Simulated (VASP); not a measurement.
# Li2AlF5 in VASP: single point with PBE

Aim: the single point of Li2AlF5 with PBE.

All numbers are computed with VASP 6.6.1; they aren't measurements. Logs are shortened: lines on timing, memory, paths and dates and some standing lists are left out, and cuts for length are marked.

### 1 The cell of the first run

The cell holds a disordered packing, 24 atoms: a = 6.310 Å, b = 7.921 Å, c = 5.900 Å, α = 91.71°, β = 106.87°, γ = 79.64°.

### 2 Single point, PBE

The input, INCAR:

```
ALGO = Normal
EDIFF = 1E-7
ENCUT = 520
GGA = PE
ISIF = 2
ISMEAR = 0
LASPH = True
LCHARG = False
LREAL = Auto
LWAVE = False
NBANDS = 84
NELM = 100
PREC = Accurate
SIGMA = 0.02
```

The input, KPOINTS:

```
k-points
0
Gamma
  3 3 4
```

The input, POSCAR:

```
Li2AlF5
1.0
    6.2161750000      0.6276510000     -0.8821760000
    0.6419160000      7.8949830000     -0.0439770000
   -0.9029680000     -0.0709450000      5.8295980000
Al F Li
3 15 6
Direct
    0.5538918748      0.4671256723      0.4028751913
    0.0371705909      0.1248289684      0.8406287245
    0.6012910476      0.9189218681      0.9139100503
    0.7464133496      0.1060156192      0.8748188246
    0.6754033847      0.9854735563      0.2251949736
    0.8544327311      0.7578100174      0.9764130201
    0.4411117833      0.7764398050      0.9668912890
    0.5422399173      0.8990685227      0.6010553864
    0.7598083879      0.5929267121      0.3896056476
    0.4413638673      0.2812491000      0.4573767780
    0.0300538865      0.9217633029      0.6992144441
    0.0146294988      0.3193718425      0.0010366221
    0.6109019579      0.3622897413      0.1434435176
    0.3405577335      0.1134210924      0.8549574793
    0.3010791687      0.6025636718      0.2791964762
    0.1403881473      0.0162783633      0.1427876748
    0.6042193554      0.4968958316      0.7127983458
    0.9288873098      0.2354163562      0.5601526910
    0.1741379939      0.7724292519      0.0423099844
    0.4168426633      0.0621609606      0.3505352113
    0.8051006647      0.8115034913      0.4957135310
    0.8017628512      0.5279663854      0.0274282631
    0.8746893327      0.1644548036      0.2470400445
    0.4908357664      0.3082005014      0.8046300734
```

Potentials or basis: VASP PAW PBE potentials, release 64 (Al, F, Li_sv).

Started as:

```sh
> cat potpaw_PBE.64/Al/POTCAR potpaw_PBE.64/F/POTCAR potpaw_PBE.64/Li_sv/POTCAR > POTCAR
> mpirun -np 1 vasp_std > vasp.out
```

OUTCAR:

```text
EDIFF = 1E-7
   ENCUT = 520
   GGA = PE
   ISIF = 2
   ISMEAR = 0
   LASPH = True
   LREAL = Auto
   NELM = 100
   PREC = Accurate

 ion  position               nearest neighbor table
   1  0.554  0.467  0.403-  15 1.73  17 1.78   9 1.79  13 1.82  10 1.82  24 2.88
   2  0.037  0.125  0.841-  18 1.79  12 1.79  11 1.79  14 1.88  16 1.89   4 1.93  23 2.86  19 2.95

   3  0.601  0.919  0.914-   7 1.73   8 1.78   6 1.81   5 1.84   4 1.93  14 2.00
   4  0.746  0.106  0.875-   3 1.93   2 1.93  24 2.02  23 2.18
   5  0.675  0.985  0.225-   3 1.84  20 1.97  21 2.02  23 2.04
   6  0.854  0.758  0.976-   3 1.81  22 1.96  19 1.96
   7  0.441  0.776  0.967-   3 1.73  19 1.87
   8  0.542  0.899  0.601-   3 1.78  20 1.88  21 1.94
   9  0.760  0.593  0.390-   1 1.79  21 1.87
  10  0.441  0.281  0.457-   1 1.82  20 1.85  24 1.99
  11  0.030  0.922  0.699-   2 1.79  21 1.90  19 2.24
  12  0.015  0.319  0.001-   2 1.79  22 1.97
  13  0.611  0.362  0.143-   1 1.82  24 1.98  23 2.03  22 2.18
  14  0.341  0.113  0.855-   2 1.88   3 2.00  24 2.02
  15  0.301  0.603  0.279-   1 1.73  19 1.87
  16  0.140  0.016  0.143-   2 1.89  20 1.91  19 2.00  23 2.10
  17  0.604  0.497  0.713-   1 1.78  24 1.92  22 1.95
  18  0.929  0.235  0.560-   2 1.79  23 1.87
  19  0.174  0.772  0.042-  15 1.87   7 1.87   6 1.96  16 2.00  11 2.24   2 2.95
  20  0.417  0.062  0.351-  10 1.85   8 1.88  16 1.91   5 1.97
  21  0.805  0.812  0.496-   9 1.87  11 1.90   8 1.94   5 2.02
  22  0.802  0.528  0.027-  17 1.95   6 1.96  12 1.97  13 2.18
  23  0.875  0.164  0.247-  18 1.87  13 2.03   5 2.04  16 2.10   4 2.18   2 2.86
  24  0.491  0.308  0.805-  17 1.92  13 1.98  10 1.99   4 2.02  14 2.02   1 2.88

  LATTYP: Found a triclinic cell.
 ALAT       =     6.3097552966
 B/A-ratio  =     2.9168604293
 C/A-ratio  =     2.4779437732
 COS(alpha) =     0.0038547586
 COS(beta)  =     0.4971003344
 COS(gamma) =     0.8560363350

  Lattice vectors:

 A1 = (   6.2161750000,   0.6276510000,  -0.8821760000)
 A2 = (  13.9772340000,   9.2212300000,  -7.6379270000)
 A3 = (   9.9844980000,  -6.7815710000,   9.9388210000)

Analysis of symmetry for initial positions (statically):
=====================================================================
 Subroutine PRICEL returns:
 Original cell was already a primitive cell.

 Routine SETGRP: Setting up the symmetry group for a
 triclinic supercell.

 Subroutine GETGRP returns: Found  1 space group operations
 (whereof  1 operations were pure point group operations)
 out of a pool of  2 trial point group operations.

The static configuration has the point symmetry C_1 .

Analysis of symmetry for dynamics (positions and initial velocities):
=====================================================================
 Subroutine PRICEL returns:
 Original cell was already a primitive cell.

 Routine SETGRP: Setting up the symmetry group for a
 triclinic supercell.

 Subroutine GETGRP returns: Found  1 space group operations
 (whereof  1 operations were pure point group operations)
 out of a pool of  2 trial point group operations.

The dynamic configuration has the point symmetry C_1 .

 Subroutine INISYM returns: Found  1 space group operations
 (whereof  1 operations are pure point group operations),
 and found     1 'primitive' translations

----------------------------------------------------------------------------------------

                                     Primitive cell

  volume of cell :     277.5048

  direct lattice vectors                    reciprocal lattice vectors
     6.216175000  0.627651000 -0.882176000     0.165840202 -0.013341758  0.025525236
     0.641916000  7.894983000 -0.043977000    -0.012959656  0.127713902 -0.000453117
    -0.902968000 -0.070945000  5.829598000     0.024998348 -0.001055528  0.175397656

  length of vectors
     6.309755297  7.921158166  5.899542122     0.168322645  0.128370552  0.177173275

  position of ions in fractional coordinates (direct lattice)
     0.553891875  0.467125672  0.402875191
     0.037170591  0.124828968  0.840628725
     0.601291048  0.918921868  0.913910050
     0.746413350  0.106015619  0.874818825
     0.675403385  0.985473556  0.225194974
     0.854432731  0.757810017  0.976413020
[... 16 lines left out ...]
     0.874689333  0.164454804  0.247040044
     0.490835766  0.308200501  0.804630073

  ion indices of the primitive-cell ions
   primitive index   ion index
                 1           1
                 2           2
                 3           3
                 4           4
                 5           5
                 6           6
[... 16 lines left out ...]
                23          23
                24          24

----------------------------------------------------------------------------------------

 KPOINTS: k-points

Automatic generation of k-mesh.
 Grid dimensions read from file:
 generate k-points for:    3    3    4

 Generating k-lattice:

  Cartesian coordinates                     Fractional coordinates (reciprocal lattice)
     0.055280067 -0.004447253  0.008508412     0.333333333 -0.000000000  0.000000000
    -0.004319885  0.042571301 -0.000151039    -0.000000000  0.333333333  0.000000000
     0.006249587 -0.000263882  0.043849414     0.000000000  0.000000000  0.250000000

  Length of vectors
     0.056107548  0.042790184  0.044293319

  Shift w.r.t. Gamma in fractional coordinates (k-lattice)
     0.000000000  0.000000000  0.000000000

 Subroutine IBZKPT returns following result:
 ===========================================

 Found     19 irreducible k-points:

 Following reciprocal coordinates:
            Coordinates               Weight
  0.000000  0.000000  0.000000      1.000000
  0.333333  0.000000  0.000000      2.000000
 -0.000000  0.333333 -0.000000      2.000000
  0.333333  0.333333  0.000000      2.000000
 -0.333333  0.333333  0.000000      2.000000
  0.000000 -0.000000  0.250000      2.000000
[... 11 lines left out ...]
  0.333333  0.333333  0.500000      2.000000
 -0.333333  0.333333  0.500000      2.000000
   k-points           NKPTS =     19   k-points in BZ     NKDIM =     19   number of bands    NBANDS=     84
   number of dos      NEDOS =    301   number of ions     NIONS =     24
   total plane-waves  NPLWV = 138240
   dimension x,y,z NGX =    48 NGY =   60 NGZ =   48
   dimension x,y,z NGXF=    96 NGYF=  120 NGZF=   96
   ions per type =               3  15   6
   NGX,Y,Z   is equivalent  to a cutoff of  12.65, 12.59, 13.53 a.u.
   NGXF,Y,Z  is equivalent  to a cutoff of  25.29, 25.19, 27.05 a.u.
 SYSTEM =  unknown system
   PREC   = accura    normal or accurate (medium, high low for compatibility)
   ISTART =      0    job   : 0-new  1-cont  2-samecut
   ICHARG =      2    charge: 1-file 2-atom 10-const
   ISPIN  =      1    spin polarized calculation?
   LNONCOLLINEAR =      F non collinear calculations
   LSORBIT =      F    spin-orbit coupling
   LASPH  =      T    aspherical Exc in radial PAW
   ENCUT  =  520.0 eV  38.22 Ry    6.18 a.u.  11.73 14.73 10.97*2*pi/ulx,y,z
   NELM   =    100;   NELMIN=  2; NELMDL= -5     # of ELM steps
   EDIFF  = 0.1E-06   stopping-criterion for ELM
   LREAL  =      T    real-space projection
   EDIFFG = 0.1E-05   stopping-criterion for IOM
   NSW    =      0    number of steps for IOM
   IBRION =     -1    ionic relax: 0-MD 1-quasi-New 2-CG
   NFREE  =      0    steps in history (QN), initial steepest desc. (CG)
   ISIF   =      2    stress and relaxation
   ISYM   =      2    0-nonsym 1-usesym 2-fastsym
   POTIM  = 0.5000    time-step for ionic-motion
   TEBEG  =    0.0;   TEEND  =   0.0 temperature during run
   PSTRESS=    0.0 pullay stress
   NELECT =     132.0000    total number of electrons
   NUPDOWN=      -1.0000    fix difference up-down
   EMIN   =  10.00;   EMAX   =-10.00  energy-range for DOS
   EFERMI =   0.00;   METHOD = LEGACY
   ISMEAR =     0;   SIGMA  =   0.02  broadening in eV -4-tet -1-fermi 0-gaus
   EFERMI_NEDOS =   21; number of points for ismear=-14 and -15
   IALGO  =     38    algorithm
   IMIX   =      4    mixing-type and parameters
     AMIX     =   0.40;   BMIX     =  1.00
     AMIX_MAG =   1.60;   BMIX_MAG =  1.00
  volume/ion in A,a.u.               =      11.56        78.03
  Fermi-wavevector in a.u.,A,eV,Ry     =   1.277937  2.414950 22.219971  1.633122
  Thomas-Fermi vector in A             =   2.410508
   LORBIT       =      0    0 simple, 1 ext, 2 COOP (PROOUT), +10 PAW based schemes
   GGA     = PE    functional components
   LHFCALC =     F    Hartree Fock is set to
   AEXX    =    0.0000 exact exchange contribution
   IVDW    =     0    specifies the selected vdW correction
   LEPSILON=     F    determine dielectric tensor
   LRPA    =     F    only Hartree local field effects (RPA)
 non-spin polarized calculation
 Gauss-broadening in eV      SIGMA  =   0.02
  energy-cutoff  :      520.00
  volume of cell :      277.50
 maximum number of plane-waves:      7492
   NGX = 23   NGY = 29   NGZ = 21

 number of electron     132.0000008 magnetization

 Free energy of the ion-electron system (eV)
  ---------------------------------------------------
  ext. energy  EPLUGINS =         0.00000000
  ---------------------------------------------------
  free energy    TOTEN  =      -127.42447869 eV

  energy without entropy =     -127.42447869  energy(sigma->0) =     -127.42447869

 E-fermi :  -1.8039     XC(G=0):  -8.6810

 val. band max:       -1.8990286275   @ k =   0.3333   0.0000   0.5000
 cond. band min:       5.2195873552   @ k =   0.0000   0.0000   0.0000
 fundamental gap:      7.1186159827
 Fermi energy:        -1.8038907956

 k-point     1 :       0.0000    0.0000    0.0000
  band No.  band energies     occupation
      1     -43.4711      2.00000
      2     -43.4524      2.00000
      3     -43.1383      2.00000
      4     -43.1025      2.00000
      5     -43.0866      2.00000
      6     -42.7105      2.00000
[... 70 lines left out ...]
     77      10.7144      0.00000
     78      11.0208      0.00000
[... 1456 lines left out ...]
     77      10.8359      0.00000
     78      11.0219      0.00000
 [bands above 78 left out]

------------------------ aborting loop because EDIFF is reached ----------------------------------------

  FORCE on cell =-STRESS in cart. coord.  units (eV):
  Direction    XX          YY          ZZ          XY          YZ          ZX
  --------------------------------------------------------------------------------------
  -------------------------------------------------------------------------------------
  Total       -0.2661499      0.0853313     -0.3251420      0.2499287     -0.0858299      0.0388493
  in kB       -1.5366196      0.4926613     -1.8772113      1.4429663     -0.4955397      0.2242971
  external PRESSURE =      -0.9737232 kB  Pullay stress =       0.0000000 kB

 VOLUME and BASIS-vectors are now :
 -----------------------------------------------------------------------------
  energy-cutoff  :      520.00
  volume of cell :      277.50
      direct lattice vectors                 reciprocal lattice vectors
     6.216175000  0.627651000 -0.882176000     0.165840202 -0.013341758  0.025525236
     0.641916000  7.894983000 -0.043977000    -0.012959656  0.127713902 -0.000453117
    -0.902968000 -0.070945000  5.829598000     0.024998348 -0.001055528  0.175397656

 POSITION                                       TOTAL-FORCE (eV/Angst)
 -----------------------------------------------------------------------------------
      3.37916      4.00702      1.83943         0.013404     -0.011749     -0.004010
     -0.44787      0.94921      4.86225         0.014389      0.015555      0.005712
      3.50237      7.56744      4.75687         0.009612      0.033034     -0.005900
      3.91796      1.24341      4.43671        -0.001441      0.005492     -0.001576
      4.62767      8.18824      0.67363         0.007936      0.007161      0.019168
      4.91608      6.44991      4.90501         0.025560     -0.008972     -0.005160
[... 16 lines left out ...]
      5.31972      1.82984      0.66128        -0.013775      0.000366     -0.001325
      2.52240      2.68423      4.24411        -0.007260     -0.005724      0.010735
 -----------------------------------------------------------------------------------
    total drift:                               -0.001083     -0.003442      0.005555

  FREE ENERGIE OF THE ION-ELECTRON SYSTEM (eV)
  ---------------------------------------------------
  free  energy   TOTEN  =      -127.4244786873 eV

  energy  without entropy=     -127.4244786873  energy(sigma->0) =     -127.42447869
```

Run time: 4.9 min. Hardware: 1 thread of Intel Xeon 6975P-C (Granite Rapids), shared host; peak memory 0.51 GiB.

Results:

```yaml
Free_energy: -127.4245 eV
Largest_force: 0.055 eV/Å
Band_gap_on_the_k_mesh: 7.12 eV (least direct gap 7.17 eV)
```

Forces on the atoms (eV/Å):
```
Al   0.013 -0.012 -0.004
Al   0.014  0.016  0.006
Al   0.010  0.033 -0.006
F   -0.001  0.005 -0.002
F    0.008  0.007  0.019
F    0.026 -0.009 -0.005
F   -0.039 -0.031  0.021
F   -0.001  0.003 -0.030
F    0.024  0.010 -0.005
F   -0.011 -0.021  0.016
F   -0.004 -0.030 -0.001
F   -0.010  0.015  0.011
F    0.015 -0.014 -0.026
F    0.001 -0.005 -0.003
F   -0.041  0.031 -0.020
F    0.004 -0.007  0.013
F    0.015  0.003  0.041
F   -0.013  0.016 -0.030
Li  -0.009 -0.017  0.000
Li   0.008 -0.001 -0.003
Li   0.010  0.007 -0.009
Li   0.003  0.006  0.007
Li  -0.014  0.000 -0.001
Li  -0.007 -0.006  0.011
```

Caveat: the cutoff is under 1.25 times the usual one of these potentials, so pressure, stress and relaxed cells hold a basis-set (Pulay) error.
